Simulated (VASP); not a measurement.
Input of a VASP 6.6.1 run:

The input INCAR:

```
PREC = Accurate
ENCUT = 520
EDIFF = 1E-6
ISMEAR = -1
SIGMA = 0.1
LREAL = False
LASPH = True
NELM = 100
ALGO = Normal
ISIF = 2
LWAVE = False
LCHARG = True
GGA = CA
LELF = True
LVHAR = True
NBANDS = 8
```

Contents of KPOINTS:

```
Automatic mesh
0
Gamma
  22 22 22
```

POSCAR

```
C
1.0
   -1.0979097209      1.0979097209      1.0979097209
    1.0979097209     -1.0979097209      1.0979097209
    1.0979097209      1.0979097209     -1.0979097209
C
1
Direct
    0.0000000000      0.0000000000      0.0000000000
```

Potentials or basis: VASP PAW LDA potentials, release 64 (C).

Command:

```bash
$ cat potpaw_LDA.64/C/POTCAR > POTCAR
$ mpirun -np 1 vasp_std > vasp.out
```

Problem. Estimate the band gap on the k mesh.

Solution. Zero (band 2 reaches 23.38 eV, above the bottom of band 3 at 7.11 eV).

Problem. Predict the pressure.

Solution. 56.6 GPa.
